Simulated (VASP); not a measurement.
Here is a VASP 6.6.1 calculation.

Contents of INCAR:

```
SYSTEM = SnO
PREC     = Accurate       ! precision mode
ENCUT    = 520            ! plane-wave cutoff, eV
EDIFF    = 1E-6           ! SCF threshold, eV
ISMEAR   = 0              ! smearing method
SIGMA    = 0.01           ! smearing width, eV
LREAL    = .FALSE.        ! projectors in reciprocal space
LASPH    = .TRUE.         ! aspherical terms in the spheres
NELM     = 60             ! most SCF steps
ALGO     = Normal         ! electronic algorithm
ISIF     = 2              ! what is computed and relaxed
LWAVE    = .FALSE.        ! write WAVECAR
LCHARG   = .FALSE.        ! write CHGCAR
GGA      = CA             ! functional
NBANDS   = 28             ! bands
```

File KPOINTS:

```
regular mesh
0
G
  4 3 3
  0 0 0
```

The input POSCAR:

```
SnO
1.0
    3.3550050000      0.0000000000      0.0000000000
    0.0000000000      5.6741040000      0.0000000000
    0.0000000000      0.0000000000      4.2219700000
Sn O
2 2
Direct
   -0.0041856716      0.2040738805      0.4888054327
    0.4973860199      0.7506270790     -0.0110352522
   -0.0031597553      0.8839961251      0.7376453147
    0.4959575640      0.0711662182      0.2377128619
```

Potentials or basis: VASP PAW LDA potentials, release 64 (Sn_d, O).

Run with:

```sh
$ cat potpaw_LDA.64/Sn_d/POTCAR potpaw_LDA.64/O/POTCAR > POTCAR
$ mpirun -np 1 vasp_std > vasp.out
```

Problem. What does it give for the pressure?

Solution. -1.7 GPa.

Problem. Estimate the largest force.

Solution. 0.123 eV/Å.

Stress tensor (GPa, compression positive):
```
-2.80  0.06 -0.01
 0.06 -1.07  0.00
-0.01  0.00 -1.12
```

Caveat: the k points lie up to 0.50 Å⁻¹ apart.
